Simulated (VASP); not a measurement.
Set up this calculation in VASP 6.6.1, as the native input.

```
Task                   : single point
Functional             : PBE
Potentials or basis    : VASP PAW PBE potentials, release 64 (As, Ir)
Cutoff                 : 520 eV
k mesh                 : 12 × 12 × 4
Occupations            : gaussian, width 0.1 eV
Spin                   : no spin polarisation
Dipole correction      : no
Further INCAR settings : ALGO = Fast; EDIFF = 1e-06; NBANDS = 32
```

The structure of AsIr2 lies in POSCAR:

```
AsIr2
1.0
    2.8833858668      0.0000000000      0.0000000000
   -1.4416929334      2.4970854096      0.0000000000
    0.0000000000      0.0000000000     12.6071801667
As Ir
2 4
Direct
    0.3333333333      0.6666666667      0.2500000000
    0.6666666667      0.3333333333      0.7500000000
    0.3333333333      0.6666666667      0.5903152708
    0.6666666667      0.3333333333      0.0903152708
    0.3333333333      0.6666666667      0.9096847292
    0.6666666667      0.3333333333      0.4096847292
```

These files were run (other wordings do the same):

INCAR

```
PREC = Accurate
ENCUT = 520
EDIFF = 1E-6
ISMEAR = 0
SIGMA = 0.1
LREAL = False
LASPH = True
NELM = 80
ALGO = Fast
ISIF = 2
LWAVE = False
LCHARG = False
GGA = PE
NBANDS = 32
```

KPOINTS

```
regular mesh
0
Gamma
  12 12 4
```

Potentials or basis: VASP PAW PBE potentials, release 64 (As, Ir).

Launch:

```bash
$ cat potpaw_PBE.64/As/POTCAR potpaw_PBE.64/Ir/POTCAR > POTCAR
$ mpirun -np 1 vasp_std > vasp.out
```

It gave:

```yaml
Pressure: 0.7 GPa
Largest_force: 0.015 eV/Å
Band_gap_on_the_k_mesh: zero (bands 23 and 24 overlap by 1.31 eV)
```

Caveat: spin-orbit coupling is left out, which moves the levels of the heavy elements.

It took 120 s on 1 thread of Intel(R) Xeon(R) 6975P-C (Granite Rapids), on a shared host, peak memory 0.32 GiB.
